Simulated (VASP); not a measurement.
A run of VASP 6.6.1 is set up as follows.

File INCAR:

```
PREC = Accurate
ENCUT = 520
EDIFF = 1E-8
ISMEAR = -1
SIGMA = 0.03
LREAL = False
LASPH = True
NELM = 80
ALGO = Normal
ISIF = 2
LWAVE = False
LCHARG = False
GGA = PE
LEFG = True
NBANDS = 12
```

The input KPOINTS:

```
regular mesh
0
Gamma
  9 9 9
```

The input POSCAR:

```
LiCl
1.0
    0.0000000000      2.6150621824      2.6150621824
    2.6150621824      0.0000000000      2.6150621824
    2.6150621824      2.6150621824      0.0000000000
Li Cl
1 1
Direct
    0.0000000000      0.0000000000      0.0000000000
    0.5000000000      0.5000000000      0.5000000000
```

Potentials or basis: VASP PAW PBE potentials, release 64 (Li_sv, Cl).

Launch:

```bash
$ cat potpaw_PBE.64/Li_sv/POTCAR potpaw_PBE.64/Cl/POTCAR > POTCAR
$ mpirun -np 1 vasp_std > vasp.out
```

Problem. What does it give for the band gap on the k mesh?

Solution. 6.02 eV, direct.

Caveat: without QUAD_EFG the Cq values of the log hold for a quadrupole moment of 1 mb, not for the nuclei. A k mesh can miss the band edges.
